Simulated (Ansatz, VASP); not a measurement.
# One calculation of Mo, two programs

File INCAR:

```
PREC = Accurate
ENCUT = 520
EDIFF = 1E-7
ISMEAR = 0
SIGMA = 0.1
LREAL = F
LASPH = T
NELM = 100
ALGO = Normal
ISIF = 2
LWAVE = F
LCHARG = F
GGA = PE
NBANDS = 13
```

The input KPOINTS:

```
regular mesh
0
Gamma
  16 16 14
```

The input POSCAR:

```
Mo
1.0
    2.7354009768     -0.0252487610      0.0000000000
   -1.3895665568      2.3562973468      0.0000000000
    0.0000000000      0.0000000000      2.5772574612
Mo
1
Direct
    0.0000000000      0.0000000000      0.5000000000
```

Input for Ansatz:

```yaml
crystal:
  lattice:
    - [2.7354009768, -0.025248761, 0.0]
    - [-1.3895665568, 2.3562973468, 0.0]
    - [0.0, 0.0, 2.5772574612]
  atoms:
    - { symbol: Mo, position: [0.0, 0.0, 0.5] }
basis:
  ecutwfc: 420
kpoints:
  mp_grid: { grid: [16, 16, 14] }
hamiltonian:
  xc: pbe
scf:
  occupations: { method: gaussian, width: 0.1 }
output:
  forces: true
  stress: true
  eigenvalues: true
```

Alike in both runs: task single point; functional PBE; k mesh 16 × 16 × 14; occupations gaussian, width 0.1 eV; no spin polarisation.

|  | VASP | Ansatz |
| --- | --- | --- |
| version | VASP 6.6.1 | Ansatz 0.2.0 |
| potentials or method | VASP PAW PBE potentials, release 64 (Mo_sv), cutoff 520 eV | scalar-relativistic, plane waves, PAW |
| valence electrons in the cell | 14 | 14 |

|  | VASP | Ansatz | Ansatz less VASP |
| --- | --- | --- | --- |
| gap on the k mesh at the Fermi level (eV) | none | none | - |
| pressure (GPa) | 4.5 | 4.0 | -0.50 |
| traceless stress, the component that is largest in VASP (GPa) | -9.61 | -9.68 | -0.070 |

A gap of «none» marks a metal or a gap that the smearing closes. With one functional, cell and mesh, what is left measures potentials, basis and numerics. Ansatz's warnings: structure snapped to symmetry.
